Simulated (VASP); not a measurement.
The system is Yb.

```
Yb
1.0
     0.00000    3.81970    3.81970
     3.81970    0.00000    3.81970
     3.81970    3.81970    0.00000
Yb
2
Direct
  0.12500 0.12500 0.12500
  0.87500 0.87500 0.87500
```

This isn't the form of Yb at room conditions, which is fcc.

```yaml
Program: VASP 6.6.1
Task: relaxation of cell and atoms
Functional: PBE
Potentials_or_basis: VASP PAW PBE potentials, release 64 (Yb)
Cutoff: 600 eV
k_mesh: 7 × 7 × 7
Occupations: fermi-dirac, width 0.1 eV
Spin: no spin polarisation
```

At the start: pressure 2.2 GPa; volume 55.73 Å³/atom.

Question: Where does the relaxation end?

Answer: Over 4 steps the energy falls by 106.9 meV/atom and the volume is 76.16 Å³/atom (+36.7 %); space group Fd-3m (No. 227, to 0.1 Å) before and after.

Step by step:
| step | energy change (eV) | largest force (eV/Å) | pressure (GPa) | volume (Å³) |
| --- | --- | --- | --- | --- |
| 1 | 0.0000 | 0.0000 | 2.18 | 111.46 |
| 2 | -0.1150 | 0.0000 | 1.57 | 124.12 |
| 3 | -0.1937 | 0.0000 | -0.58 | 167.78 |
| 4 | -0.2137 | 0.0000 | -0.02 | 152.32 |

Final structure:
```yaml
crystal:
  lattice:
    - [0.00000, 4.23884, 4.23884]
    - [4.23884, 0.00000, 4.23884]
    - [4.23884, 4.23884, 0.00000]
  atoms:
    - { symbol: Yb, position: [0.12500, 0.12500, 0.12500] }
    - { symbol: Yb, position: [0.87500, 0.87500, 0.87500] }
```

Caveat: the volume moved by over 15 % at a fixed basis, so the end points are rough.
